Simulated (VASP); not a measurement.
Wanted: the native input for a VASP 6.6.1 run.

* Task: single point
* Functional: PBE
* Potentials or basis: VASP PAW PBE potentials, release 64 (Ti_sv, O)
* Cutoff: 520 eV
* k mesh: 8 × 8 × 6
* Occupations: fermi-dirac, width 0.05 eV
* Spin: no spin polarisation
* Hubbard terms: Ti d U = 4.0 eV
* Dipole correction: no
* Further INCAR settings: ALGO = Normal; EDIFF = 1e-07; NBANDS = 33

The structure of TiO2 lies in POSCAR:

```
TiO2
1.0
    2.7060340000     -2.7066550000      0.0000000000
    2.7060340000      2.7066550000      0.0000000000
   -2.6335310000      0.0000000000      4.7966370000
Ti O
2 4
Direct
    0.8658900000      0.1341100000      0.7500000000
    0.1341100000      0.8658900000      0.2500000000
    0.0887550000      0.3312210000      0.1671490000
    0.9112450000      0.6687790000      0.8328510000
    0.6687790000      0.9112450000      0.3328510000
    0.3312210000      0.0887550000      0.6671490000
```

The input as run:

INCAR

```
PREC     = Accurate       # precision mode
ENCUT    = 520            # plane-wave cutoff, eV
EDIFF    = 1E-7           # SCF threshold, eV
ISMEAR   = -1             # smearing method
SIGMA    = 0.05           # smearing width, eV
LREAL    = False          # projectors in reciprocal space
LASPH    = True           # aspherical terms in the spheres
NELM     = 150            # most SCF steps
ALGO     = Normal         # electronic algorithm
ISIF     = 2              # what is computed and relaxed
LWAVE    = False          # write WAVECAR
LCHARG   = False          # write CHGCAR
LMAXMIX  = 4              # l up to which the mixer works
LDAU     = True           # DFT+U
LDAUTYPE = 2            
LDAUL    = 2 -1           # shell
LDAUU    = 4 0            # U, eV
LDAUJ    = 0 0          
LDAUPRINT= 1            
GGA      = PE             # functional
NBANDS   = 33             # bands
```

KPOINTS

```
Automatic mesh
0
Gamma
  8 8 6
```

Potentials or basis: VASP PAW PBE potentials, release 64 (Ti_sv, O).

Run with:

```sh
$ cat potpaw_PBE.64/Ti_sv/POTCAR potpaw_PBE.64/O/POTCAR > POTCAR
$ mpirun -np 1 vasp_std > vasp.out
```

It gave:

- Pressure: 5.7 GPa
- Largest force: 0.254 eV/Å
- Band gap on the k mesh: 2.61 eV, indirect (least direct gap 2.97 eV)

Wall time 8.2 min on 1 thread of Oxide Virtual Turin-like Processor, on a shared host, peak memory 0.28 GiB.
